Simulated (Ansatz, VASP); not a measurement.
Two plane-wave programs on CO2

```xyz
12
Lattice="5.8976 0.0000 0.0000 0.0000 5.8976 0.0000 0.0000 0.0000 5.8976" Properties=species:S:1:pos:R:3 pbc="T T T"
C     0.0000    0.0000    0.0000
C     2.9488    0.0000    2.9488
C     2.9488    2.9488    0.0000
C     0.0000    2.9488    2.9488
O     0.6752    0.6752    0.6752
O     2.2736    5.2224    3.6240
O     3.6240    2.2736    5.2224
O     5.2224    3.6240    2.2736
O     5.2224    5.2224    5.2224
O     3.6240    0.6752    2.2736
O     2.2736    3.6240    0.6752
O     0.6752    2.2736    3.6240
```

Alike in both runs: functional PBE; dispersion D3(BJ); k mesh 4 × 4 × 4; occupations gaussian, width 0.02 eV; no spin polarisation.

Ansatz relaxed the structure, and its values are those at the end. VASP's run is a single point on that final structure, the one shown.

|  | VASP | Ansatz |
| --- | --- | --- |
| version | VASP 6.6.1 | Ansatz 0.2.0 |
| potentials or method | VASP PAW PBE potentials, release 64 (C, O), cutoff 520 eV | scalar-relativistic, plane waves, PAW |
| valence electrons in the cell | 64 | 64 |

```tsv
	VASP	Ansatz	Ansatz less VASP
gap on the k mesh at the Fermi level (eV)	6.66	6.68	+0.016
least direct gap on the mesh (eV)	6.66	6.68	+0.016
pressure (GPa)	0.9	-0.4	-1.29
rms of the force components (eV/Å)	0.299	0.003	-0.2967
```

One of these differences is far larger than is usual between the two programs; its cause wasn't traced. Ansatz's warnings: stress scf threshold loose.

Noted on VASP's run: the standard files for N, O and F lose accuracy on very short bonds.
